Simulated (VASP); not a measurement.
# Sb (Fd-3m) in VASP: a series of runs

Sb is run at these levels: r2SCAN; tasks: single point.

Everything below comes from runs of VASP 6.6.1. Logs are shortened: lines on timing, memory, paths and dates and some standing lists are left out, and cuts for length are marked.

## 1. The cell of the first run

It takes space group Fd-3m (No. 227, cubic). Conventional cell: a = 6.803 Å, b = 6.803 Å, c = 6.803 Å, α = 90.00°, β = 90.00°, γ = 90.00°. Within 3.9 Å of Sb (site symmetry -43m) lie 4 Sb at 2.95 Å.

## 2. Single point, r2SCAN

Contents of POSCAR:

```
Sb
1.0
    0.0000000000      3.4014832778      3.4014832778
    3.4014832778      0.0000000000      3.4014832778
    3.4014832778      3.4014832778      0.0000000000
Sb
2
Direct
    0.0000000000      0.0000000000      0.0000000000
    0.2500000000      0.2500000000      0.2500000000
```

Contents of INCAR.step1:

```
SYSTEM = Sb
ALGO = Normal ; EDIFF = 1E-4
ENCUT = 520 ; GGA = PE
ISMEAR = -1 ; LASPH = .True.
LCHARG = .False. ; LREAL = .False.
LWAVE = .True. ; NBANDS = 12
NELM = 80 ; PREC = Accurate
SIGMA = 0.1
```

Contents of INCAR.step2:

```
SYSTEM = Sb
ALGO = Normal ; EDIFF = 1E-7
ENCUT = 520 ; ISIF = 2
ISMEAR = -1 ; ISTART = 1
LASPH = .True. ; LCHARG = .False.
LMIXTAU = .True. ; LREAL = .False.
LWAVE = .False. ; METAGGA = R2SCAN
NBANDS = 12 ; NELM = 80
PREC = Accurate ; SIGMA = 0.1
```

Contents of KPOINTS:

```
k-points
0
Gamma
  9 9 9
  0 0 0
```

Potentials or basis: VASP PAW PBE potentials, release 64 (Sb).

Command:

```console
cat potpaw_PBE.64/Sb/POTCAR > POTCAR
cp INCAR.step1 INCAR
mpirun -np 1 vasp_std > vasp.out
cp INCAR.step2 INCAR
mpirun -np 1 vasp_std > vasp.out
```

OUTCAR:

```text
SYSTEM = Sb
   EDIFF = 1E-7
   ENCUT = 520
   ISIF = 2
   ISMEAR = -1
   ISTART = 1
   LASPH = .True.
   LREAL = .False.
   METAGGA = R2SCAN
   NELM = 80
   PREC = Accurate

 ion  position               nearest neighbor table
   1  0.000  0.000  0.000-   2 2.95   2 2.95   2 2.95   2 2.95
   2  0.250  0.250  0.250-   1 2.95   1 2.95   1 2.95   1 2.95

  LATTYP: Found a face centered cubic cell.
 ALAT       =     6.8029665556

  Lattice vectors:

 A1 = (   0.0000000000,   3.4014832778,   3.4014832778)
 A2 = (   3.4014832778,   0.0000000000,   3.4014832778)
 A3 = (   3.4014832778,   3.4014832778,   0.0000000000)

Analysis of symmetry for initial positions (statically):
=====================================================================
 Subroutine PRICEL returns:
 Original cell was already a primitive cell.

 Routine SETGRP: Setting up the symmetry group for a
 face centered cubic supercell.

 Subroutine GETGRP returns: Found 48 space group operations
 (whereof 24 operations were pure point group operations)
 out of a pool of 48 trial point group operations.

The static configuration has the point symmetry T_d .
 The point group associated with its full space group is O_h .

Analysis of symmetry for dynamics (positions and initial velocities):
=====================================================================
 Subroutine PRICEL returns:
 Original cell was already a primitive cell.

 Routine SETGRP: Setting up the symmetry group for a
 face centered cubic supercell.

 Subroutine GETGRP returns: Found 48 space group operations
 (whereof 24 operations were pure point group operations)
 out of a pool of 48 trial point group operations.

The dynamic configuration has the point symmetry T_d .
 The point group associated with its full space group is O_h .

 Subroutine INISYM returns: Found 48 space group operations
 (whereof 24 operations are pure point group operations),
 and found     1 'primitive' translations

----------------------------------------------------------------------------------------

                                     Primitive cell

  volume of cell :      78.7109

  direct lattice vectors                    reciprocal lattice vectors
     0.000000000  3.401483278  3.401483278    -0.146994696  0.146994696  0.146994696
     3.401483278  0.000000000  3.401483278     0.146994696 -0.146994696  0.146994696
     3.401483278  3.401483278  0.000000000     0.146994696  0.146994696 -0.146994696

  length of vectors
     4.810423784  4.810423784  4.810423784     0.254602282  0.254602282  0.254602282

[... 85 lines left out ...]
   NFREE  =      0    steps in history (QN), initial steepest desc. (CG)
   ISIF   =      2    stress and relaxation
   ISYM   =      2    0-nonsym 1-usesym 2-fastsym
   POTIM  = 0.5000    time-step for ionic-motion
   TEBEG  =    0.0;   TEEND  =   0.0 temperature during run
   PSTRESS=    0.0 pullay stress
   NELECT =      10.0000    total number of electrons
   NUPDOWN=      -1.0000    fix difference up-down
   EMIN   =  10.00;   EMAX   =-10.00  energy-range for DOS
   EFERMI =   0.00;   METHOD = LEGACY
   ISMEAR =    -1;   SIGMA  =   0.10  broadening in eV -4-tet -1-fermi 0-gaus
   EFERMI_NEDOS =   21; number of points for ismear=-14 and -15
   IALGO  =     38    algorithm
   IMIX   =      4    mixing-type and parameters
     AMIX     =   0.40;   BMIX     =  1.00
     AMIX_MAG =   1.60;   BMIX_MAG =  1.00
  volume/ion in A,a.u.               =      39.36       265.58
  Fermi-wavevector in a.u.,A,eV,Ry     =   0.822994  1.555233  9.215479  0.677319
  Thomas-Fermi vector in A             =   1.934426
   LORBIT       =      0    0 simple, 1 ext, 2 COOP (PROOUT), +10 PAW based schemes
   METAGGA = R2SCAN    functional components
   LHFCALC =     F    Hartree Fock is set to
   AEXX    =    0.0000 exact exchange contribution
   IVDW    =     0    specifies the selected vdW correction
   LEPSILON=     F    determine dielectric tensor
   LRPA    =     F    only Hartree local field effects (RPA)
 non-spin polarized calculation
  energy-cutoff  :      520.00
  volume of cell :       78.71
 maximum number of plane-waves:      2144
   NGX = 17   NGY = 17   NGZ = 17

 number of electron      10.0000000 magnetization

 Free energy of the ion-electron system (eV)
  ---------------------------------------------------
  ext. energy  EPLUGINS =         0.00000000
  ---------------------------------------------------
  free energy    TOTEN  =       -50.61207426 eV

  energy without entropy =      -50.55745520  energy(sigma->0) =      -50.58476473

 E-fermi :   4.5629     XC(G=0):  -8.6234

 val. band max:        4.5602466625   @ k =  -0.4444   0.4444   0.1111
 cond. band min:       4.5710358163   @ k =   0.4444   0.3333   0.0000
 fundamental gap:      0.0107891538
 Fermi energy:         4.5629383915

 k-point     1 :       0.0000    0.0000    0.0000
  band No.  band energies     occupation
      1      -7.9556      2.00000
      2      -0.4588      2.00000
      3       2.4756      2.00000
      4       2.4756      2.00000
      5       2.4756      2.00000
      6       5.0063      0.02347
      7       5.0063      0.02347
      8       5.0063      0.02347
      9       8.8500      0.00000
     10      11.2446      0.00000
     11      11.2446      0.00000
     12      12.5226      0.00000
[... 331 lines left out ...]
 k-point    24 :       0.4444    0.4444    0.0000
  band No.  band energies     occupation
      1      -5.9350      2.00000
      2      -4.8790      2.00000
      3       0.6443      2.00000
      4       0.6443      2.00000
      5       3.9504      1.99563
      6       4.1481      1.96891
      7       9.1184      0.00000
      8       9.1184      0.00000
      9      10.6409      0.00000
     10      12.0330      0.00000
     11      13.4612      0.00000
     12      13.5188      0.00000

 [... further k-points ...]
[... 5 lines left out ...]
  --------------------------------------------------------------------------------------
  -------------------------------------------------------------------------------------
  Total        1.2002585      1.2002585      1.2002585      0.0000000     -0.0000000     -0.0000000
  in kB       24.4315120     24.4315120     24.4315120      0.0000000     -0.0000000     -0.0000000
  external PRESSURE =      24.4315120 kB  Pullay stress =       0.0000000 kB

 VOLUME and BASIS-vectors are now :
 -----------------------------------------------------------------------------
  energy-cutoff  :      520.00
  volume of cell :       78.71
      direct lattice vectors                 reciprocal lattice vectors
     0.000000000  3.401483278  3.401483278    -0.146994696  0.146994696  0.146994696
     3.401483278  0.000000000  3.401483278     0.146994696 -0.146994696  0.146994696
     3.401483278  3.401483278  0.000000000     0.146994696  0.146994696 -0.146994696

 POSITION                                       TOTAL-FORCE (eV/Angst)
 -----------------------------------------------------------------------------------
      0.00000      0.00000      0.00000         0.000000      0.000000      0.000000
      1.70074      1.70074      1.70074        -0.000000     -0.000000     -0.000000
 -----------------------------------------------------------------------------------
    total drift:                                0.000000      0.000000     -0.000000

  FREE ENERGIE OF THE ION-ELECTRON SYSTEM (eV)
  ---------------------------------------------------
  free  energy   TOTEN  =       -50.6120742560 eV

  energy  without entropy=      -50.5574551955  energy(sigma->0) =      -50.58476473
```

OUTCAR.step1:

```text
SYSTEM = Sb
   EDIFF = 1E-4
   ENCUT = 520
   GGA = PE
   ISMEAR = -1
   LASPH = .True.
   LREAL = .False.
[... 581 lines left out ...]
      0.00000      0.00000      0.00000        -0.000000     -0.000000     -0.000000
      1.70074      1.70074      1.70074         0.000000      0.000000      0.000000
 -----------------------------------------------------------------------------------
    total drift:                                0.000000      0.000000     -0.000000

  FREE ENERGIE OF THE ION-ELECTRON SYSTEM (eV)
  ---------------------------------------------------
  free  energy   TOTEN  =        -7.6152361641 eV

  energy  without entropy=       -7.5606451254  energy(sigma->0) =       -7.58794064
```

Run time: 46 s. Hardware: 1 thread of Intel Xeon 6975P-C (Granite Rapids), shared host; peak memory 0.21 GiB.

Results:

| Property | Result |
| --- | --- |
| Free energy | -50.6121 eV |
| Pressure | 2.4 GPa |
| Band gap on the k mesh | zero (band 5 reaches 5.17 eV, above the bottom of band 6 at 4.15 eV) |

Caveat: the PAW data sets were made with another functional, which shifts forces and pressure a little; spin-orbit coupling is left out, which moves the levels of the heavy elements.

## 3. Single point, r2SCAN

This run uses another cell than the first one, of 40.64 Å³/atom, 1.033 times its volume.

Contents of POSCAR:

```
Sb
1.0
    0.0000000000      3.4380611714      3.4380611714
    3.4380611714      0.0000000000      3.4380611714
    3.4380611714      3.4380611714      0.0000000000
Sb
2
Direct
    0.0000000000      0.0000000000      0.0000000000
    0.2500000000      0.2500000000      0.2500000000
```

Contents of INCAR.step1:

```
SYSTEM = Sb
PREC = Accurate
ENCUT = 520
ISMEAR = -1
SIGMA = 0.1
LREAL = .FALSE.
LASPH = .TRUE.
NELM = 100
NBANDS = 12
GGA = PE
ALGO = Normal
EDIFF = 1E-4
LWAVE = .TRUE.
LCHARG = .FALSE.
```

Contents of INCAR.step2:

```
SYSTEM = Sb
PREC = Accurate
ENCUT = 520
EDIFF = 1E-6
ISMEAR = -1
SIGMA = 0.1
LREAL = .FALSE.
LASPH = .TRUE.
NELM = 100
ALGO = Normal
ISIF = 2
LWAVE = .FALSE.
LCHARG = .FALSE.
METAGGA = R2SCAN
LMIXTAU = .TRUE.
NBANDS = 12
ISTART = 1
```

Contents of KPOINTS:

```
Automatic mesh
0
G
  9 9 9
  0 0 0
```

Potentials or basis: VASP PAW PBE potentials, release 64 (Sb).

Command:

```console
cat potpaw_PBE.64/Sb/POTCAR > POTCAR
cp INCAR.step1 INCAR
mpirun -np 1 vasp_std > vasp.out
cp INCAR.step2 INCAR
mpirun -np 1 vasp_std > vasp.out
```

Run time: 41 s. Hardware: 1 thread of Intel Xeon 6975P-C (Granite Rapids), shared host; peak memory 0.21 GiB.

Results (log left out):

- Free energy: -50.6405 eV
- Pressure: 1.1 GPa
- Band gap on the k mesh: zero (band 5 reaches 4.80 eV, above the bottom of band 6 at 3.86 eV)

Levels at points of the mesh, in eV from the Fermi level:
```csv
k point,band 1,band 2,band 3,band 4,band 5,band 6,band 7,band 8,band 9,band 10
"(0.00, 0.00, 0.00)",-12.31,-5.18,-2.03,-2.03,-2.03,0.47,0.47,0.47,4.28,6.68
```

Caveat: the PAW data sets were made with another functional, which shifts forces and pressure a little; spin-orbit coupling is left out, which moves the levels of the heavy elements.
